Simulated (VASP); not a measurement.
# MgO (Cmcm) in VASP: further runs

MgO is run at these levels: PBEsol; tasks: single point.

All numbers are computed with VASP 6.6.1; they aren't measurements. Logs are shortened: lines on timing, memory, paths and dates and some standing lists are left out, and cuts for length are marked.

## Step 1: The cell of the first run

The structure is orthorhombic, space group Cmcm (No. 63). The conventional cell has a = 3.617 Å, b = 6.265 Å, c = 3.901 Å, α = 90.00°, β = 90.00°, γ = 90.00°. Within 2.6 Å of Mg (site symmetry m2m) lie 5 O at 1.96 to 2.10 Å. O (site symmetry m2m) has 5 Mg at 1.96 to 2.10 Å within 2.6 Å.

## Step 2: Single point, PBEsol (mode 5 frozen in at -0.098 Å, strain +e along z and -e/2 along x and y -0.0700)

Contents of INCAR:

```
SYSTEM = MgO
PREC = Accurate
ENCUT = 520
EDIFF = 1E-6
ISMEAR = 0
SIGMA = 0.05
LREAL = .FALSE.
LASPH = .TRUE.
NELM = 100
ALGO = Normal
ISIF = 2
LWAVE = .FALSE.
LCHARG = .FALSE.
GGA = PS
NBANDS = 16
```

Contents of KPOINTS:

```
regular mesh
0
G
  9 9 6
  0 0 0
```

Contents of POSCAR:

```
MgO
1.0
    3.6170832098      0.0000000000      0.0000000000
   -1.8085416049      3.1324859473      0.0000000000
    0.0000000000      0.0000000000      3.9010833038
Mg O
2 2
Direct
    0.6505427316      0.3010854632      0.7500000000
    0.3494572684      0.6989145368      0.2500000000
    0.6785385383      0.3570770766      0.2500000000
    0.3214614617      0.6429229234      0.7500000000
```

Potentials or basis: VASP PAW PBE potentials, release 64 (Mg, O).

Started as:

```sh
$ cat potpaw_PBE.64/Mg/POTCAR potpaw_PBE.64/O/POTCAR > POTCAR
$ mpirun -np 1 vasp_std > vasp.out
```

OUTCAR:

```text
SYSTEM = MgO
   PREC = Accurate
   ENCUT = 520
   EDIFF = 1E-6
   ISMEAR = 0
   LREAL = .FALSE.
   LASPH = .TRUE.
   NELM = 100
   ISIF = 2
   GGA = PS

 ion  position               nearest neighbor table
   1  0.651  0.301  0.750-   3 1.96   3 1.96   4 2.06   4 2.10   4 2.10   2 2.71   2 2.71   2 2.94
                             2 2.94   2 2.94   2 2.94
   2  0.349  0.699  0.250-   4 1.96   4 1.96   3 2.06   3 2.10   3 2.10   1 2.71   1 2.71   1 2.94
                             1 2.94   1 2.94   1 2.94
   3  0.679  0.357  0.250-   1 1.96   1 1.96   2 2.06   2 2.10   2 2.10
   4  0.321  0.643  0.750-   2 1.96   2 1.96   1 2.06   1 2.10   1 2.10

  LATTYP: Found a hexagonal cell.
 ALAT       =     3.6170832098
 C/A-ratio  =     1.0785163286

  Lattice vectors:

 A1 = (   3.6170832098,   0.0000000000,   0.0000000000)
 A2 = (  -1.8085416049,   3.1324859473,   0.0000000000)
 A3 = (   0.0000000000,   0.0000000000,   3.9010833038)

Analysis of symmetry for initial positions (statically):
=====================================================================
 Subroutine PRICEL returns:
 Original cell was already a primitive cell.

 Routine SETGRP: Setting up the symmetry group for a
 hexagonal supercell.

 Subroutine GETGRP returns: Found  8 space group operations
 (whereof  4 operations were pure point group operations)
 out of a pool of 24 trial point group operations.

The static configuration has the point symmetry C_2h.
 The point group associated with its full space group is D_2h.

Analysis of symmetry for dynamics (positions and initial velocities):
=====================================================================
 Subroutine PRICEL returns:
 Original cell was already a primitive cell.

 Routine SETGRP: Setting up the symmetry group for a
 hexagonal supercell.

 Subroutine GETGRP returns: Found  8 space group operations
 (whereof  4 operations were pure point group operations)
 out of a pool of 24 trial point group operations.

The dynamic configuration has the point symmetry C_2h.
 The point group associated with its full space group is D_2h.

 Subroutine INISYM returns: Found  8 space group operations
 (whereof  4 operations are pure point group operations),
 and found     1 'primitive' translations

----------------------------------------------------------------------------------------

                                     Primitive cell

  volume of cell :      44.2011

  direct lattice vectors                    reciprocal lattice vectors
     3.617083210  0.000000000  0.000000000     0.276465854  0.159617635  0.000000000
    -1.808541605  3.132485947  0.000000000     0.000000000  0.319235271  0.000000000
     0.000000000  0.000000000  3.901083304     0.000000000  0.000000000  0.256339053

  length of vectors
     3.617083210  3.617083210  3.901083304     0.319235271  0.319235271  0.256339053

  position of ions in fractional coordinates (direct lattice)
     0.650542732  0.301085463  0.750000000
     0.349457268  0.698914537  0.250000000
     0.678538538  0.357077077  0.250000000
     0.321461462  0.642922923  0.750000000

  ion indices of the primitive-cell ions
   primitive index   ion index
                 1           1
                 2           2
                 3           3
                 4           4

----------------------------------------------------------------------------------------

 KPOINTS: regular mesh

Automatic generation of k-mesh.
 Grid dimensions read from file:
 generate k-points for:    9    9    6

 Generating k-lattice:

  Cartesian coordinates                     Fractional coordinates (reciprocal lattice)
     0.030718428  0.017735293  0.000000000     0.111111111  0.000000000  0.000000000
     0.000000000  0.035470586  0.000000000     0.000000000  0.111111111  0.000000000
     0.000000000  0.000000000  0.042723176     0.000000000  0.000000000  0.166666667

  Length of vectors
     0.035470586  0.035470586  0.042723176

  Shift w.r.t. Gamma in fractional coordinates (k-lattice)
     0.000000000  0.000000000  0.000000000

 Subroutine IBZKPT returns following result:
 ===========================================

 Found    100 irreducible k-points:

 Following reciprocal coordinates:
            Coordinates               Weight
  0.000000  0.000000  0.000000      1.000000
  0.111111 -0.000000  0.000000      4.000000
  0.000000  0.111111  0.000000      2.000000
  0.222222 -0.000000  0.000000      4.000000
  0.000000  0.222222  0.000000      2.000000
  0.333333 -0.000000  0.000000      4.000000
[... 16 lines left out ...]
 -0.222222 -0.444444  0.000000      4.000000
  0.444444  0.333333  0.000000      4.000000
 [... further k-points ...]
   k-points           NKPTS =    100   k-points in BZ     NKDIM =    100   number of bands    NBANDS=     16
   number of dos      NEDOS =    301   number of ions     NIONS =      4
   total plane-waves  NPLWV =  23520
   dimension x,y,z NGX =    28 NGY =   28 NGZ =   30
   dimension x,y,z NGXF=    56 NGYF=   56 NGZF=   60
   ions per type =               2   2
   NGX,Y,Z   is equivalent  to a cutoff of  12.87, 12.87, 12.78 a.u.
   NGXF,Y,Z  is equivalent  to a cutoff of  25.74, 25.74, 25.57 a.u.
 SYSTEM =  MgO
   PREC   = accura    normal or accurate (medium, high low for compatibility)
   ISTART =      0    job   : 0-new  1-cont  2-samecut
   ICHARG =      2    charge: 1-file 2-atom 10-const
   ISPIN  =      1    spin polarized calculation?
   LNONCOLLINEAR =      F non collinear calculations
   LSORBIT =      F    spin-orbit coupling
   LASPH  =      T    aspherical Exc in radial PAW
   ENCUT  =  520.0 eV  38.22 Ry    6.18 a.u.   6.73  6.73  7.25*2*pi/ulx,y,z
   NELM   =    100;   NELMIN=  2; NELMDL= -5     # of ELM steps
   EDIFF  = 0.1E-05   stopping-criterion for ELM
   LREAL  =      F    real-space projection
   EDIFFG = 0.1E-04   stopping-criterion for IOM
   NSW    =      0    number of steps for IOM
   IBRION =     -1    ionic relax: 0-MD 1-quasi-New 2-CG
   NFREE  =      0    steps in history (QN), initial steepest desc. (CG)
   ISIF   =      2    stress and relaxation
   ISYM   =      2    0-nonsym 1-usesym 2-fastsym
   POTIM  = 0.5000    time-step for ionic-motion
   TEBEG  =    0.0;   TEEND  =   0.0 temperature during run
   PSTRESS=    0.0 pullay stress
   NELECT =      16.0000    total number of electrons
   NUPDOWN=      -1.0000    fix difference up-down
   EMIN   =  10.00;   EMAX   =-10.00  energy-range for DOS
   EFERMI =   0.00;   METHOD = LEGACY
   ISMEAR =     0;   SIGMA  =   0.05  broadening in eV -4-tet -1-fermi 0-gaus
   EFERMI_NEDOS =   21; number of points for ismear=-14 and -15
   IALGO  =     38    algorithm
   IMIX   =      4    mixing-type and parameters
     AMIX     =   0.40;   BMIX     =  1.00
     AMIX_MAG =   1.60;   BMIX_MAG =  1.00
  volume/ion in A,a.u.               =      11.05        74.57
  Fermi-wavevector in a.u.,A,eV,Ry     =   1.166730  2.204801 18.521067  1.361260
  Thomas-Fermi vector in A             =   2.303240
   LORBIT       =      0    0 simple, 1 ext, 2 COOP (PROOUT), +10 PAW based schemes
   GGA     = PS    functional components
   LHFCALC =     F    Hartree Fock is set to
   AEXX    =    0.0000 exact exchange contribution
   IVDW    =     0    specifies the selected vdW correction
   LEPSILON=     F    determine dielectric tensor
   LRPA    =     F    only Hartree local field effects (RPA)
 non-spin polarized calculation
 Gauss-broadening in eV      SIGMA  =   0.05
  energy-cutoff  :      520.00
  volume of cell :       44.20
 maximum number of plane-waves:      1204
   NGX = 13   NGY = 13   NGZ = 15

 number of electron      15.9999999 magnetization

 Free energy of the ion-electron system (eV)
  ---------------------------------------------------
  ext. energy  EPLUGINS =         0.00000000
  ---------------------------------------------------
  free energy    TOTEN  =       -24.42475381 eV

  energy without entropy =      -24.42475381  energy(sigma->0) =      -24.42475381

 E-fermi :   1.9112     XC(G=0): -10.2502

 val. band max:        1.6737339959   @ k =   0.0000   0.0000   0.0000
 cond. band min:       5.0117403805   @ k =   0.0000   0.0000   0.0000
 fundamental gap:      3.3380063847
 Fermi energy:         1.9111698742

 k-point     1 :       0.0000    0.0000    0.0000
  band No.  band energies     occupation
      1     -15.0704      2.00000
      2     -13.4977      2.00000
      3      -1.5901      2.00000
      4      -0.1735      2.00000
      5      -0.0374      2.00000
      6       0.8883      2.00000
[... 8 lines left out ...]
     15      17.1631      0.00000
     16      17.4726      0.00000

 k-point     2 :       0.1111   -0.0000    0.0000
  band No.  band energies     occupation
      1     -15.0118      2.00000
      2     -13.5235      2.00000
      3      -1.5049      2.00000
      4      -0.3066      2.00000
      5      -0.1565      2.00000
      6       0.8094      2.00000
[... 8 lines left out ...]
     15      16.4403      0.00000
     16      17.1728      0.00000

 k-point     3 :       0.0000    0.1111    0.0000
  band No.  band energies     occupation
      1     -15.0157      2.00000
      2     -13.5163      2.00000
      3      -1.5131      2.00000
      4      -0.2573      2.00000
      5      -0.2388      2.00000
      6       0.6542      2.00000
[... 8 lines left out ...]
     15      16.8589      0.00000
     16      17.1992      0.00000

 k-point     4 :       0.2222   -0.0000    0.0000
  band No.  band energies     occupation
      1     -14.8483      2.00000
      2     -13.6045      2.00000
      3      -1.2591      2.00000
      4      -0.7140      2.00000
      5      -0.4042      2.00000
      6       0.4637      2.00000
[... 8 lines left out ...]
     15      16.0322      0.00000
     16      16.9494      0.00000
[... 324 lines left out ...]
 k-point    22 :       0.3333    0.2222    0.0000
  band No.  band energies     occupation
      1     -14.3097      2.00000
      2     -13.9478      2.00000
      3      -1.8380      2.00000
      4      -0.5091      2.00000
      5      -0.3638      2.00000
      6       0.0079      2.00000
[... 8 lines left out ...]
     15      16.5139      0.00000
     16      17.3119      0.00000

 k-point    23 :      -0.2222   -0.4444    0.0000
  band No.  band energies     occupation
      1     -14.3656      2.00000
      2     -13.8814      2.00000
      3      -1.9203      2.00000
      4      -0.5496      2.00000
      5      -0.4794      2.00000
      6       0.0597      2.00000
[... 8 lines left out ...]
     15      16.1362      0.00000
     16      17.7701      0.00000

 k-point    24 :       0.4444    0.3333    0.0000
  band No.  band energies     occupation
      1     -14.2586      2.00000
      2     -14.0056      2.00000
      3      -1.7873      2.00000
      4      -0.4897      2.00000
      5      -0.2549      2.00000
      6      -0.0034      2.00000
[... 8 lines left out ...]
     15      16.3478      0.00000
     16      16.9946      0.00000

 [... further k-points ...]
[... 5 lines left out ...]
  --------------------------------------------------------------------------------------
  -------------------------------------------------------------------------------------
  Total       -1.0919074     -1.1842611      5.6421877      0.0000000      0.0000000      0.0000000
  in kB      -39.5788816    -42.9264717    204.5150409      0.0000000      0.0000000      0.0000000
  external PRESSURE =      40.6698959 kB  Pullay stress =       0.0000000 kB

 VOLUME and BASIS-vectors are now :
 -----------------------------------------------------------------------------
  energy-cutoff  :      520.00
  volume of cell :       44.20
      direct lattice vectors                 reciprocal lattice vectors
     3.617083210  0.000000000  0.000000000     0.276465854  0.159617635  0.000000000
    -1.808541605  3.132485947  0.000000000     0.000000000  0.319235271  0.000000000
     0.000000000  0.000000000  3.901083304     0.000000000  0.000000000  0.256339053

 POSITION                                       TOTAL-FORCE (eV/Angst)
 -----------------------------------------------------------------------------------
      1.80854      0.94315      2.92581        -0.000000      0.826004      0.000000
      0.00000      2.18934      0.97527         0.000000     -0.826004     -0.000000
      1.80854      1.11854      0.97527         0.000000     -0.462165      0.000000
     -0.00000      2.01395      2.92581        -0.000000      0.462165     -0.000000
 -----------------------------------------------------------------------------------
    total drift:                               -0.000000      0.000000     -0.000000

  FREE ENERGIE OF THE ION-ELECTRON SYSTEM (eV)
  ---------------------------------------------------
  free  energy   TOTEN  =       -24.4247538112 eV

  energy  without entropy=      -24.4247538112  energy(sigma->0) =      -24.42475381
```

Wall time 25 s (1 thread of Intel Xeon 6975P-C (Granite Rapids), shared host); peak memory 0.2 GiB.

Results:

| Item | Value |
| --- | --- |
| Free energy | -24.4248 eV |
| Pressure | 4.1 GPa |
| Largest force | 0.826 eV/Å |
| Band gap on the k mesh | 3.34 eV, direct |

Forces in eV/Å, atoms in the order of the input:
```
Mg   0.000  0.826  0.000
Mg   0.000 -0.826  0.000
O    0.000 -0.462  0.000
O    0.000  0.462  0.000
```

Stress tensor (GPa, compression positive):
```
-3.96  0.00  0.00
 0.00 -4.29  0.00
 0.00  0.00 20.45
```

Caveat: the cell differs from its parent crystal (mode 5 frozen in at -0.098 Å, strain +e along z and -e/2 along x and y -0.0700); the PAW data sets were made with another functional, which shifts forces and pressure a little.

## Step 3: Single point, PBEsol (mode 5 frozen in at +0.098 Å, strain +e along z and -e/2 along x and y -0.0700)

Contents of INCAR:

```
PREC = Accurate
ENCUT = 520
EDIFF = 1E-6
ISMEAR = 0
SIGMA = 0.05
LREAL = False
LASPH = True
NELM = 100
ALGO = Normal
ISIF = 2
LWAVE = False
LCHARG = False
GGA = PS
NBANDS = 16
```

Contents of KPOINTS:

```
regular mesh
0
Gamma
  9 9 6
```

Contents of POSCAR:

```
MgO
1.0
    3.6170832098      0.0000000000      0.0000000000
   -1.8085416049      3.1324859473      0.0000000000
    0.0000000000      0.0000000000      3.9010833038
Mg O
2 2
Direct
    0.6827906017      0.3655812035      0.7500000000
    0.3172093983      0.6344187965      0.2500000000
    0.6547947950      0.3095895900      0.2500000000
    0.3452052050      0.6904104100      0.7500000000
```

Potentials or basis: VASP PAW PBE potentials, release 64 (Mg, O).

Started as:

```sh
$ cat potpaw_PBE.64/Mg/POTCAR potpaw_PBE.64/O/POTCAR > POTCAR
$ mpirun -np 1 vasp_std > vasp.out
```

It took 25 s on 1 thread of Intel Xeon 6975P-C (Granite Rapids), shared host; peak memory 0.2 GiB.

It converged, with:

```yaml
Free_energy: -24.4374 eV
Pressure: 4.1 GPa
Largest_force: 0.599 eV/Å
Band_gap_on_the_k_mesh: 3.34 eV, direct
```

Forces on the atoms (eV/Å):
```
Mg   0.000 -0.599  0.000
Mg   0.000  0.599  0.000
O    0.000  0.517  0.000
O    0.000 -0.517  0.000
```

Stress tensor (GPa, compression positive):
```
-3.49  0.00  0.00
 0.00 -4.64  0.00
 0.00  0.00 20.29
```

Levels at points of the mesh, in eV from the valence-band top:
| k point | band 4 | band 5 | band 6 | band 7 | band 8 | band 9 | band 10 | band 11 | band 12 | band 13 |
| --- | --- | --- | --- | --- | --- | --- | --- | --- | --- | --- |
| (0.00, 0.00, 0.00) | -1.86 | -1.70 | -0.77 | -0.36 | 0.00 | 3.34 | 9.87 | 11.53 | 12.42 | 12.90 |
| (0.00, 0.00, 0.50) | -2.39 | -1.24 | -1.24 | -1.14 | -1.14 | 6.49 | 6.49 | 12.13 | 12.13 | 12.28 |

Caveat: the cell differs from its parent crystal (mode 5 frozen in at +0.098 Å, strain +e along z and -e/2 along x and y -0.0700); the PAW data sets were made with another functional, which shifts forces and pressure a little.

## Step 4: Single point, PBEsol (mode 5 frozen in at +0.122 Å, strain +e along z and -e/2 along x and y +0.0233)

Edit INCAR of step 3 so:

```diff
@@ -7,3 +7,3 @@
 LASPH = True
-NELM = 100
+NELM = 60
 ALGO = Normal
```

KPOINTS is that of step 3.

Contents of POSCAR:

```
MgO
1.0
    3.4540523579      0.0000000000      0.0000000000
   -1.7270261790      2.9912970879      0.0000000000
    0.0000000000      0.0000000000      4.2924500482
Mg O
2 2
Direct
    0.6868215855      0.3736431710      0.7500000000
    0.3131784145      0.6263568290      0.2500000000
    0.6518268271      0.3036536542      0.2500000000
    0.3481731729      0.6963463458      0.7500000000
```

Started as:

```sh
$ cat potpaw_PBE.64/Mg/POTCAR potpaw_PBE.64/O/POTCAR > POTCAR
$ mpirun -np 1 vasp_std > vasp.out
```

Run time: 24 s. Hardware: 1 thread of Intel Xeon 6975P-C (Granite Rapids), shared host; peak memory 0.2 GiB.

It converged, with:

```
Free energy            : -24.6057 eV
Pressure               : -0.1 GPa
Largest force          : 0.786 eV/Å
Band gap on the k mesh : 3.14 eV, direct
```

Forces in eV/Å, atoms in the order of the input:
```
Mg   0.000 -0.786  0.000
Mg   0.000  0.786  0.000
O    0.000  0.397  0.000
O    0.000 -0.397  0.000
```

Stress tensor (GPa, compression positive):
```
 3.26  0.00  0.00
 0.00 -0.50  0.00
 0.00  0.00 -3.02
```

Levels at points of the mesh, in eV from the valence-band top:
| k point | band 5 | band 6 | band 7 | band 8 | band 9 | band 10 | band 11 | band 12 |
| --- | --- | --- | --- | --- | --- | --- | --- | --- |
| (0.00, 0.00, 0.00) | -1.69 | -1.12 | -0.76 | 0.00 | 3.14 | 9.04 | 11.42 | 12.14 |
| (0.00, 0.00, 0.50) | -1.41 | -1.41 | -1.31 | -1.31 | 6.14 | 6.14 | 12.73 | 12.73 |

Caveat: the cell differs from its parent crystal (mode 5 frozen in at +0.122 Å, strain +e along z and -e/2 along x and y +0.0233); the PAW data sets were made with another functional, which shifts forces and pressure a little.

(Continued in part 2 of 2.)
